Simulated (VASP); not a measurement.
# Tm (Im-3m) in VASP: single point with LDA

Aim: the single point of Tm with LDA.

Program: VASP 6.6.1. These are calculated values, not measurements. Logs are shortened: lines on timing, memory, paths and dates and some standing lists are left out, and cuts for length are marked.

## Step 1: The cell of the first run

Symmetry: Im-3m, No. 229, cubic system. Conventional cell: a = 3.875 Å, b = 3.875 Å, c = 3.875 Å, α = 90.00°, β = 90.00°, γ = 90.00°. Within 4.4 Å of Tm (site symmetry m-3m) lie 14 Tm at 3.36 to 3.88 Å.

## Step 2: Single point, LDA

INCAR

```
  PREC = Accurate
  ENCUT = 520
  EDIFF = 1E-7
  ISMEAR = -1
  SIGMA = 0.13605693000000002
  LREAL = False
  LASPH = True
  NELM = 60
  ALGO = Normal
  ISIF = 2
  LWAVE = False
  LCHARG = False
  GGA = CA
  NBANDS = 18
```

KPOINTS

```
Automatic mesh
0
Gamma
  12 12 12
```

POSCAR

```
Tm
1.0
   -1.9375716241      1.9375716241      1.9375716241
    1.9375716241     -1.9375716241      1.9375716241
    1.9375716241      1.9375716241     -1.9375716241
Tm
1
Direct
    0.0000000000      0.0000000000      0.0000000000
```

Potentials or basis: VASP PAW PBE potentials, release 64 (Tm).

Started as:

```console
$ cat potpaw_PBE.64/Tm/POTCAR > POTCAR
$ mpirun -np 1 vasp_std > vasp.out
```

OUTCAR:

```text
PREC = Accurate
   ENCUT = 520
   EDIFF = 1E-7
   ISMEAR = -1
   LREAL = False
   LASPH = True
   NELM = 60
   ISIF = 2
   GGA = CA

 ion  position               nearest neighbor table
   1  0.000  0.000  0.000-

  LATTYP: Found a body centered cubic cell.
 ALAT       =     3.8751432482

  Lattice vectors:

 A1 = (  -1.9375716241,   1.9375716241,   1.9375716241)
 A2 = (   1.9375716241,  -1.9375716241,   1.9375716241)
 A3 = (   1.9375716241,   1.9375716241,  -1.9375716241)

Analysis of symmetry for initial positions (statically):
=====================================================================
 Subroutine PRICEL returns:
 Original cell was already a primitive cell.

 Routine SETGRP: Setting up the symmetry group for a
 body centered cubic supercell.

 Subroutine GETGRP returns: Found 48 space group operations
 (whereof 48 operations were pure point group operations)
 out of a pool of 48 trial point group operations.

The static configuration has the point symmetry O_h .

Analysis of symmetry for dynamics (positions and initial velocities):
=====================================================================
 Subroutine PRICEL returns:
 Original cell was already a primitive cell.

 Routine SETGRP: Setting up the symmetry group for a
 body centered cubic supercell.

 Subroutine GETGRP returns: Found 48 space group operations
 (whereof 48 operations were pure point group operations)
 out of a pool of 48 trial point group operations.

The dynamic configuration has the point symmetry O_h .

 Subroutine INISYM returns: Found 48 space group operations
 (whereof 48 operations are pure point group operations),
 and found     1 'primitive' translations

----------------------------------------------------------------------------------------

                                     Primitive cell

  volume of cell :      29.0960

  direct lattice vectors                    reciprocal lattice vectors
    -1.937571624  1.937571624  1.937571624     0.000000000  0.258054977  0.258054977
     1.937571624 -1.937571624  1.937571624     0.258054977  0.000000000  0.258054977
[... 72 lines left out ...]
   NGXF,Y,Z  is equivalent  to a cutoff of  27.74, 27.74, 27.74 a.u.
 SYSTEM =  unknown system
   PREC   = accura    normal or accurate (medium, high low for compatibility)
   ISTART =      0    job   : 0-new  1-cont  2-samecut
   ICHARG =      2    charge: 1-file 2-atom 10-const
   ISPIN  =      1    spin polarized calculation?
   LNONCOLLINEAR =      F non collinear calculations
   LSORBIT =      F    spin-orbit coupling
   LASPH  =      T    aspherical Exc in radial PAW
   ENCUT  =  520.0 eV  38.22 Ry    6.18 a.u.   6.24  6.24  6.24*2*pi/ulx,y,z
   NELM   =     60;   NELMIN=  2; NELMDL= -5     # of ELM steps
   EDIFF  = 0.1E-06   stopping-criterion for ELM
   LREAL  =      F    real-space projection
   EDIFFG = 0.1E-05   stopping-criterion for IOM
   NSW    =      0    number of steps for IOM
   IBRION =     -1    ionic relax: 0-MD 1-quasi-New 2-CG
   NFREE  =      0    steps in history (QN), initial steepest desc. (CG)
   ISIF   =      2    stress and relaxation
   ISYM   =      2    0-nonsym 1-usesym 2-fastsym
   POTIM  = 0.5000    time-step for ionic-motion
   TEBEG  =    0.0;   TEEND  =   0.0 temperature during run
   PSTRESS=    0.0 pullay stress
   NELECT =      23.0000    total number of electrons
   NUPDOWN=      -1.0000    fix difference up-down
   EMIN   =  10.00;   EMAX   =-10.00  energy-range for DOS
   EFERMI =   0.00;   METHOD = LEGACY
   ISMEAR =    -1;   SIGMA  =   0.14  broadening in eV -4-tet -1-fermi 0-gaus
   EFERMI_NEDOS =   21; number of points for ismear=-14 and -15
   IALGO  =     38    algorithm
   IMIX   =      4    mixing-type and parameters
     AMIX     =   0.40;   BMIX     =  1.00
     AMIX_MAG =   1.60;   BMIX_MAG =  1.00
  volume/ion in A,a.u.               =      29.10       196.35
  Fermi-wavevector in a.u.,A,eV,Ry     =   1.513700  2.860477 31.174843  2.291286
  Thomas-Fermi vector in A             =   2.623456
   LORBIT       =      0    0 simple, 1 ext, 2 COOP (PROOUT), +10 PAW based schemes
   GGA     = CA    functional components
   LHFCALC =     F    Hartree Fock is set to
   AEXX    =    0.0000 exact exchange contribution
   IVDW    =     0    specifies the selected vdW correction
   LEPSILON=     F    determine dielectric tensor
   LRPA    =     F    only Hartree local field effects (RPA)
 non-spin polarized calculation
  energy-cutoff  :      520.00
  volume of cell :       29.10
 maximum number of plane-waves:       798
 NGX is ok and might be reduce to    28
   NGX = 13   NGY = 13   NGZ = 13

 number of electron      23.0000005 magnetization

 Free energy of the ion-electron system (eV)
  ---------------------------------------------------
  ext. energy  EPLUGINS =         0.00000000
  ---------------------------------------------------
  free energy    TOTEN  =        -4.75002025 eV

  energy without entropy =       -4.24483141  energy(sigma->0) =       -4.49742583

 E-fermi :   2.0516     XC(G=0): -10.7672

 val. band max:        2.0318467182   @ k =   0.3333   0.2500   0.0833
 cond. band min:       2.0858479458   @ k =  -0.4167   0.4167   0.3333
 fundamental gap:      0.0540012277
 Fermi energy:         2.0515882549

 k-point     1 :       0.0000    0.0000    0.0000
  band No.  band energies     occupation
      1     -47.5209      2.00000
      2     -20.6909      2.00000
      3     -20.6909      2.00000
      4     -20.6909      2.00000
      5      -3.2601      2.00000
      6       1.5645      1.94578
[... 481 lines left out ...]
      5       0.6196      1.99995
      6       1.5843      1.93753
[... 10 lines left out ...]
     17      10.9651      0.00000
     18      11.1614      0.00000

 [... further k-points ...]

------------------------ aborting loop because EDIFF is reached ----------------------------------------

  FORCE on cell =-STRESS in cart. coord.  units (eV):
  Direction    XX          YY          ZZ          XY          YZ          ZX
  --------------------------------------------------------------------------------------
  -------------------------------------------------------------------------------------
  Total       -0.0748932     -0.0748932     -0.0748932      0.0000000      0.0000000      0.0000000
  in kB       -4.1240088     -4.1240088     -4.1240088      0.0000000      0.0000000      0.0000000
  external PRESSURE =      -4.1240088 kB  Pullay stress =       0.0000000 kB

 VOLUME and BASIS-vectors are now :
 -----------------------------------------------------------------------------
  energy-cutoff  :      520.00
  volume of cell :       29.10
      direct lattice vectors                 reciprocal lattice vectors
    -1.937571624  1.937571624  1.937571624     0.000000000  0.258054977  0.258054977
     1.937571624 -1.937571624  1.937571624     0.258054977  0.000000000  0.258054977
     1.937571624  1.937571624 -1.937571624     0.258054977  0.258054977  0.000000000

 POSITION                                       TOTAL-FORCE (eV/Angst)
 -----------------------------------------------------------------------------------
      0.00000      0.00000      0.00000         0.000000     -0.000000      0.000000
 -----------------------------------------------------------------------------------
    total drift:                               -0.000000      0.000000      0.000000

  FREE ENERGIE OF THE ION-ELECTRON SYSTEM (eV)
  ---------------------------------------------------
  free  energy   TOTEN  =        -4.7500202524 eV

  energy  without entropy=       -4.2448314067  energy(sigma->0) =       -4.49742583
```

stdout:

```text
POSCAR found type information on POSCAR Tm
 POSCAR found :  1 types and       1 ions
 scaLAPACK will be used
 -----------------------------------------------------------------------------
|                                                                             |
|                                                                             |
|     You enforced a specific xc type in the INCAR file but a different       |
|     I HOPE YOU KNOW WHAT YOU ARE DOING!                                     |
|                                                                             |
 -----------------------------------------------------------------------------

 LDA part: xc-table for (Slater(with rela. corr.)+CA(PZ))
 , standard interpolation
 POSCAR, INCAR and KPOINTS ok, starting setup
 FFT: planning ... GRIDC
 FFT: planning ... GRID_SOFT
 FFT: planning ... GRID
 WAVECAR not read
 entering main loop
```

Wall time 3.8 min (1 thread of AMD EPYC 7R13, shared host); peak memory 0.15 GiB.

Results:

* Free energy: -4.7500 eV
* Pressure: -0.4 GPa

Caveat: the PAW data sets were made with another functional, which shifts forces and pressure a little; spin-orbit coupling is left out, which moves the levels of the heavy elements.
